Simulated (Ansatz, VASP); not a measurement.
# ScAl7N8: VASP beside Ansatz

```
Sc Al N
1.0
     0.00000    0.00000   -5.00701
     3.16820    5.48749    0.00000
     3.16820   -5.48749    0.00000
Sc Al N
1 7 8
Cartesian
  1.5841 -0.9146 -0.0493
  3.1734 -3.6553 -0.0122
  3.1630 1.8322 -0.0122
  4.7523 -0.9206 -0.0122
  3.1979 -1.8463 -2.5046
  1.5841 0.9489 -2.5046
  4.7523 0.9146 -2.5192
  3.1385 3.6412 -2.5046
  1.5841 -0.9146 -2.9375
  3.1616 -3.6622 -3.1086
  3.1749 1.8253 -3.1086
  4.7523 -0.9069 -3.1086
  3.2678 -1.8867 -0.6186
  1.5841 1.0296 -0.6186
  4.7523 0.9146 -0.5968
  3.0686 3.6008 -0.6186
```

Alike in both runs: functional PBEsol; k mesh 6 × 6 × 6; occupations gaussian, width 0.02 eV; no spin polarisation.

Ansatz relaxed the structure, and its values are those at the end. VASP's run is a single point on that final structure, the one shown.

|  | VASP | Ansatz |
| --- | --- | --- |
| version | VASP 6.6.1 | Ansatz 0.2.0 |
| potentials or method | VASP PAW PBE potentials, release 64 (Sc_sv, Al, N), cutoff 520 eV | scalar-relativistic, plane waves, PAW |
| valence electrons in the cell | 72 | 72 |

Ansatz gave:

```
gap on the k mesh at the Fermi level (eV) : 3.93
least direct gap on the mesh (eV)         : 3.93
pressure (GPa)                            : 0.0
rms of the force components (eV/Å)        : 0.001
```

Q: Estimate VASP's values.

A: gap on the k mesh at the Fermi level (eV): 3.95; least direct gap on the mesh (eV): 3.95; pressure (GPa): 0.1; rms of the force components (eV/Å): 0.015.

VASP's potentials were made for PBE, not for PBEsol.
